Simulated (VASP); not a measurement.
# InP (I-4m2) in VASP: single point with r2SCAN

Aim: the single point of InP with r2SCAN.

Program: VASP 6.6.1. These are calculated values, not measurements. Logs are shortened: lines on timing, memory, paths and dates and some standing lists are left out, and cuts for length are marked.

## (1) The cell of the first run

Symmetry: I-4m2, No. 119, tetragonal system. The conventional cell has a = 4.177 Å, b = 4.177 Å, c = 5.730 Å, α = 90.00°, β = 90.00°, γ = 90.00°. In (site symmetry -4m2) has 4 P at 2.53 Å within 3.3 Å. Within 3.3 Å of P (site symmetry -4m2) lie 4 In at 2.53 Å.

## (2) Single point, r2SCAN (strain +0.000 along x and y, -0.030 along z)

Input file POSCAR:

```
InP
1.0
    0.0000000000      2.9535689145      2.8649618471
    2.9535689145      0.0000000000      2.8649618471
    2.9535689145      2.9535689145      0.0000000000
In P
1 1
Direct
    0.0000000000      0.0000000000      0.0000000000
    0.7500000000      0.7500000000      0.7500000000
```

Input file INCAR.step1:

```
SYSTEM = InP
PREC = Accurate
ENCUT = 520
ISMEAR = 0
SIGMA = 0.05
LREAL = .FALSE.
LASPH = .TRUE.
NELM = 80
NBANDS = 16
GGA = PE
ALGO = Normal
EDIFF = 1E-4
LWAVE = .TRUE.
LCHARG = .FALSE.
```

Input file INCAR.step2:

```
SYSTEM = InP
PREC = Accurate
ENCUT = 520
EDIFF = 1E-6
ISMEAR = 0
SIGMA = 0.05
LREAL = .FALSE.
LASPH = .TRUE.
NELM = 80
ALGO = Normal
ISIF = 2
LWAVE = .FALSE.
LCHARG = .FALSE.
METAGGA = R2SCAN
LMIXTAU = .TRUE.
NBANDS = 16
ISTART = 1
```

Input file KPOINTS:

```
Automatic mesh
0
G
  8 8 8
  0 0 0
```

Potentials or basis: VASP PAW PBE potentials, release 64 (In_d, P).

On the command line:

```console
cat potpaw_PBE.64/In_d/POTCAR potpaw_PBE.64/P/POTCAR > POTCAR
cp INCAR.step1 INCAR
mpirun -np 1 vasp_std > vasp.out
cp INCAR.step2 INCAR
mpirun -np 1 vasp_std > vasp.out
```

OUTCAR:

```text
SYSTEM = InP
   PREC = Accurate
   ENCUT = 520
   EDIFF = 1E-6
   ISMEAR = 0
   LREAL = .FALSE.
   LASPH = .TRUE.
   NELM = 80
   ISIF = 2
   METAGGA = R2SCAN
   ISTART = 1

 ion  position               nearest neighbor table
   1  0.000  0.000  0.000-   2 2.53   2 2.53   2 2.53   2 2.53
   2  0.750  0.750  0.750-   1 2.53   1 2.53   1 2.53   1 2.53

  LATTYP: Found a body centered tetragonal cell.
 ALAT       =     4.1769772163
 C/A-ratio  =     1.3717871555

  Lattice vectors:

 A1 = (   0.0000000000,  -2.9535689145,  -2.8649618471)
 A2 = (   0.0000000000,   2.9535689145,  -2.8649618471)
 A3 = (   2.9535689145,   0.0000000000,   2.8649618471)

Analysis of symmetry for initial positions (statically):
=====================================================================
 Subroutine PRICEL returns:
 Original cell was already a primitive cell.

 Routine SETGRP: Setting up the symmetry group for a
 body centered tetragonal supercell.

 Subroutine GETGRP returns: Found  8 space group operations
 (whereof  8 operations were pure point group operations)
 out of a pool of 16 trial point group operations.

The static configuration has the point symmetry D_2d.

Analysis of symmetry for dynamics (positions and initial velocities):
=====================================================================
 Subroutine PRICEL returns:
 Original cell was already a primitive cell.

 Routine SETGRP: Setting up the symmetry group for a
 body centered tetragonal supercell.

 Subroutine GETGRP returns: Found  8 space group operations
 (whereof  8 operations were pure point group operations)
 out of a pool of 16 trial point group operations.

The dynamic configuration has the point symmetry D_2d.

 Subroutine INISYM returns: Found  8 space group operations
 (whereof  8 operations are pure point group operations),
 and found     1 'primitive' translations

----------------------------------------------------------------------------------------

                                     Primitive cell

  volume of cell :      49.9854

  direct lattice vectors                    reciprocal lattice vectors
     0.000000000  2.953568914  2.864961847    -0.169286722  0.169286722  0.174522394
     2.953568914  0.000000000  2.864961847     0.169286722 -0.169286722  0.174522394
     2.953568914  2.953568914  0.000000000     0.169286722  0.169286722 -0.174522394

  length of vectors
     4.114799596  4.114799596  4.176977216     0.296266864  0.296266864  0.296266864
[... 75 lines left out ...]
   ISPIN  =      1    spin polarized calculation?
   LNONCOLLINEAR =      F non collinear calculations
   LSORBIT =      F    spin-orbit coupling
   LASPH  =      T    aspherical Exc in radial PAW
   ENCUT  =  520.0 eV  38.22 Ry    6.18 a.u.   7.65  7.65  7.77*2*pi/ulx,y,z
   NELM   =     80;   NELMIN=  2; NELMDL=  0     # of ELM steps
   EDIFF  = 0.1E-05   stopping-criterion for ELM
   LREAL  =      F    real-space projection
   EDIFFG = 0.1E-04   stopping-criterion for IOM
   NSW    =      0    number of steps for IOM
   IBRION =     -1    ionic relax: 0-MD 1-quasi-New 2-CG
   NFREE  =      0    steps in history (QN), initial steepest desc. (CG)
   ISIF   =      2    stress and relaxation
   ISYM   =      2    0-nonsym 1-usesym 2-fastsym
   POTIM  = 0.5000    time-step for ionic-motion
   TEBEG  =    0.0;   TEEND  =   0.0 temperature during run
   PSTRESS=    0.0 pullay stress
   NELECT =      18.0000    total number of electrons
   NUPDOWN=      -1.0000    fix difference up-down
   EMIN   =  10.00;   EMAX   =-10.00  energy-range for DOS
   EFERMI =   0.00;   METHOD = LEGACY
   ISMEAR =     0;   SIGMA  =   0.05  broadening in eV -4-tet -1-fermi 0-gaus
   EFERMI_NEDOS =   21; number of points for ismear=-14 and -15
   IALGO  =     38    algorithm
   IMIX   =      4    mixing-type and parameters
     AMIX     =   0.40;   BMIX     =  1.00
     AMIX_MAG =   1.60;   BMIX_MAG =  1.00
  volume/ion in A,a.u.               =      24.99       168.66
  Fermi-wavevector in a.u.,A,eV,Ry     =   1.164710  2.200984 18.456990  1.356550
  Thomas-Fermi vector in A             =   2.301245
   LORBIT       =      0    0 simple, 1 ext, 2 COOP (PROOUT), +10 PAW based schemes
   METAGGA = R2SCAN    functional components
   LHFCALC =     F    Hartree Fock is set to
   AEXX    =    0.0000 exact exchange contribution
   IVDW    =     0    specifies the selected vdW correction
   LEPSILON=     F    determine dielectric tensor
   LRPA    =     F    only Hartree local field effects (RPA)
 non-spin polarized calculation
 Gauss-broadening in eV      SIGMA  =   0.05
  energy-cutoff  :      520.00
  volume of cell :       49.99
 maximum number of plane-waves:      1371
   NGX = 15   NGY = 15   NGZ = 15

 number of electron      18.0000003 magnetization

 Free energy of the ion-electron system (eV)
  ---------------------------------------------------
  ext. energy  EPLUGINS =         0.00000000
  ---------------------------------------------------
  free energy    TOTEN  =       -32.28349701 eV

  energy without entropy =      -32.28349701  energy(sigma->0) =      -32.28349701

 E-fermi :   5.4350     XC(G=0):  -9.9150

 val. band max:        5.1842153886   @ k =   0.0000   0.0000   0.0000
 cond. band min:       6.2942254864   @ k =   0.0000   0.0000   0.0000
 fundamental gap:      1.1100100978
 Fermi energy:         5.4349807804

 k-point     1 :       0.0000    0.0000    0.0000
  band No.  band energies     occupation
      1      -9.5851      2.00000
      2      -9.5851      2.00000
      3      -9.5722      2.00000
      4      -9.4006      2.00000
      5      -9.3961      2.00000
      6      -6.9585      2.00000
[... 433 lines left out ...]
      3      -9.5272      2.00000
      4      -9.4038      2.00000
      5      -9.3836      2.00000
      6      -5.6340      2.00000
[... 8 lines left out ...]
     15      15.5337      0.00000
     16      15.8478      0.00000

 [... further k-points ...]
[... 5 lines left out ...]
  --------------------------------------------------------------------------------------
  -------------------------------------------------------------------------------------
  Total        0.5197418      0.5197418      0.9106568      0.0000000      0.0000000      0.0000000
  in kB       16.6592405     16.6592405     29.1892062      0.0000000      0.0000000      0.0000000
  external PRESSURE =      20.8358957 kB  Pullay stress =       0.0000000 kB

 VOLUME and BASIS-vectors are now :
 -----------------------------------------------------------------------------
  energy-cutoff  :      520.00
  volume of cell :       49.99
      direct lattice vectors                 reciprocal lattice vectors
     0.000000000  2.953568914  2.864961847    -0.169286722  0.169286722  0.174522394
     2.953568914  0.000000000  2.864961847     0.169286722 -0.169286722  0.174522394
     2.953568914  2.953568914  0.000000000     0.169286722  0.169286722 -0.174522394

 POSITION                                       TOTAL-FORCE (eV/Angst)
 -----------------------------------------------------------------------------------
      0.00000      0.00000      0.00000        -0.000000     -0.000000      0.000000
      4.43035      4.43035      4.29744         0.000000      0.000000      0.000000
 -----------------------------------------------------------------------------------
    total drift:                               -0.000001     -0.000001      0.000008

  FREE ENERGIE OF THE ION-ELECTRON SYSTEM (eV)
  ---------------------------------------------------
  free  energy   TOTEN  =       -32.2834970061 eV

  energy  without entropy=      -32.2834970061  energy(sigma->0) =      -32.28349701
```

OSZICAR.step1:

```text
N       E                     dE             d eps       ncg     rms          rms(c)
DAV:   1     0.113833986641E+03    0.11383E+03   -0.83803E+03  1888   0.125E+03
DAV:   2    -0.125341584555E+01   -0.11509E+03   -0.11030E+03  2104   0.304E+02
DAV:   3    -0.859269630319E+01   -0.73393E+01   -0.73053E+01  2440   0.740E+01
DAV:   4    -0.878721061826E+01   -0.19451E+00   -0.19445E+00  2448   0.131E+01
DAV:   5    -0.879519502048E+01   -0.79844E-02   -0.79841E-02  2800   0.222E+00    0.575E+00
DAV:   6    -0.839846629797E+01    0.39673E+00   -0.62116E-01  3024   0.130E+01    0.345E+00
DAV:   7    -0.836821650504E+01    0.30250E-01   -0.16454E-01  2760   0.326E+00    0.127E+00
DAV:   8    -0.836853424906E+01   -0.31774E-03   -0.16009E-02  2352   0.150E+00    0.338E-01
DAV:   9    -0.836914893086E+01   -0.61468E-03   -0.13278E-03  2472   0.390E-01    0.158E-01
DAV:  10    -0.836929071860E+01   -0.14179E-03   -0.23679E-04  2320   0.213E-01    0.945E-02
DAV:  11    -0.836936636012E+01   -0.75642E-04   -0.13795E-04  2272   0.109E-01
   1 F= -.83693664E+01 E0= -.83693664E+01  d E =-.916541E-11
```

Wall time 86 s (1 thread of Intel Xeon Platinum 8375C at 2.90GHz (Ice Lake), shared host); peak memory 0.21 GiB.

What came out:

```yaml
Free_energy: -32.2835 eV
Pressure: 2.1 GPa
Band_gap_on_the_k_mesh: 1.11 eV
```

Caveat: the cell differs from its parent crystal (strain +0.000 along x and y, -0.030 along z); the PAW data sets were made with another functional, which shifts forces and pressure a little; spin-orbit coupling is left out, which moves the levels of the heavy elements.
